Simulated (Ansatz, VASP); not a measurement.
## InP: VASP beside Ansatz

```
CELL_PARAMETERS angstrom
4.39311 0.00000 0.00000
-2.19655 3.80454 0.00000
0.00000 0.00000 5.97350
ATOMIC_POSITIONS crystal
In 0.33333 0.66667 0.25000
In 0.66667 0.33333 0.75000
P 0.66667 0.33333 0.25000
P 0.33333 0.66667 0.75000
```

Alike in both runs: task single point; functional PBE; k mesh 6 × 6 × 4; occupations fermi-dirac, width 0.02 eV; no spin polarisation.

```csv
,VASP,Ansatz
version,VASP 6.6.1,Ansatz 0.2.0
potentials or method,"VASP PAW PBE potentials, release 64 (In_d, P)","plane waves, PAW"
plane-wave cutoff (eV),520,420
valence electrons in the cell,36,36
```

Ansatz gave:

| Property | Result |
| --- | --- |
| pressure (GPa) | 1.7 |
| traceless stress, the component that is largest in VASP (GPa) | -0.78 |

**Question.** Estimate VASP's values.

**Answer.** Pressure (GPa): 1.6; traceless stress, the component that is largest in VASP (GPa): -0.75.
